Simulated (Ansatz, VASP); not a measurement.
Given: the input of a run of Ansatz 0.2.0 on SnO2.

input.yaml

```yaml
crystal:
  lattice:
    - [4.7558687767, 0.0, 0.0]
    - [0.0, 4.8339193917, 0.0]
    - [0.0, 0.0, 3.2191463513]
  atoms:
    - { symbol: Sn, position: [0.0, 0.0, 0.0] }
    - { symbol: Sn, position: [0.5, 0.5, 0.5] }
    - { symbol: O, position: [0.708145, 0.678958, 0.0] }
    - { symbol: O, position: [0.208145, 0.821042, 0.5] }
    - { symbol: O, position: [0.791855, 0.178958, 0.5] }
    - { symbol: O, position: [0.291855, 0.321042, 0.0] }
kpoints:
  mp_grid: { grid: [6, 6, 8] }
scf:
  occupations: { method: fermi_dirac, width: 0.05 }
hamiltonian:
  xc: pbesol
  pseudopotentials: { kind: all_electron, lapw: { basis_error: 0.001 } }
output:
  forces: true
  stress: true
  eigenvalues: true
```

Potentials or basis: all-electron LAPW, scalar-relativistic.

The run is started by

```sh
$ ansatz run input.yaml --threads 4 --pin off --max-ram 12288MiB --backend cpu --events-out ev --progress --plain --runs-dir out
```

Translate it to VASP 6.6.1. Potentials there: VASP PAW PBE potentials, release 64 (Sn_d, O).

As run (the cutoff follows the program's own potentials):

The input INCAR:

```
ALGO = Normal
EDIFF = 1E-6
ENCUT = 520
GGA = PS
ISIF = 2
ISMEAR = -1
LASPH = True
LCHARG = False
LREAL = False
LWAVE = False
NBANDS = 35
NELM = 80
PREC = Accurate
SIGMA = 0.05
```

File KPOINTS:

```
k-points
0
Gamma
  6 6 8
```

The input POSCAR:

```
SnO2
1.0
    4.7558687767      0.0000000000      0.0000000000
    0.0000000000      4.8339193917      0.0000000000
    0.0000000000      0.0000000000      3.2191463513
Sn O
2 4
Direct
    0.0000000000      0.0000000000      0.0000000000
    0.5000000000      0.5000000000      0.5000000000
    0.7081450000      0.6789580000      0.0000000000
    0.2081450000      0.8210420000      0.5000000000
    0.7918550000      0.1789580000      0.5000000000
    0.2918550000      0.3210420000      0.0000000000
```

Potentials or basis: VASP PAW PBE potentials, release 64 (Sn_d, O).

Launch:

```bash
$ cat potpaw_PBE.64/Sn_d/POTCAR potpaw_PBE.64/O/POTCAR > POTCAR
$ mpirun -np 1 vasp_std > vasp.out
```

Both were run:

|  | VASP | Ansatz | Ansatz less VASP |
| --- | --- | --- | --- |
| gap on the k mesh at the Fermi level (eV) | 0.90 | 0.92 | +0.012 |
| least direct gap on the mesh (eV) | 0.90 | 0.92 | +0.012 |
| pressure (GPa) | -2.2 | -2.8 | -0.57 |
| traceless stress, the component that is largest in VASP (GPa) | -0.21 | -0.09 | +0.114 |
| rms of the force components (eV/Å) | 0.033 | 0.034 | +0.0016 |

VASP's potentials were made for PBE, not for PBEsol. Atom by atom the forces differ by 0.009 eV/Å (rms over components). Ansatz ran all-electron here, and VASP with PAW potentials.
